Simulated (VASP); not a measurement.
Y: single point with PBE

The system is Y.

```
CELL_PARAMETERS angstrom
3.65150 0.00000 0.00000
-1.82575 3.16229 0.00000
0.00000 0.00000 5.74740
ATOMIC_POSITIONS crystal
Y 0.33333 0.66667 0.25000
Y 0.66667 0.33333 0.75000
```

| Item | Value |
| --- | --- |
| Program | VASP 6.6.1 |
| Task | single point |
| Functional | PBE |
| Potentials or basis | VASP PAW PBE potentials, release 64 (Y_sv) |
| Cutoff | 520 eV |
| k mesh | 12 × 12 × 7 |
| Occupations | fermi-dirac, width 0.08 eV |
| Spin | no spin polarisation |

```json
{"Pressure": "-0.4 GPa", "Band gap on the k mesh": "zero (band 11 reaches 3.79 eV, above the bottom of band 12 at 2.51 eV)"}
```

Stress tensor (GPa, compression positive):
```
-0.23  0.00  0.00
 0.00 -0.23  0.00
 0.00  0.00 -0.77
```

Levels at points of the mesh, in eV from the Fermi level:
```csv
k point,band 7,band 8,band 9,band 10,band 11,band 12,band 13,band 14,band 15,band 16
"(0.00, 0.00, 0.00)",-22.43,-22.40,-4.67,-1.85,0.83,1.75,1.75,2.01,2.34,2.34
"(0.50, 0.00, 0.00)",-22.55,-22.49,-1.67,-1.16,-0.80,-0.11,1.37,1.48,2.03,4.98
```

It took 110 s on 1 thread of Oxide Virtual Turin-like Processor (shared host), peak memory 0.21 GiB.
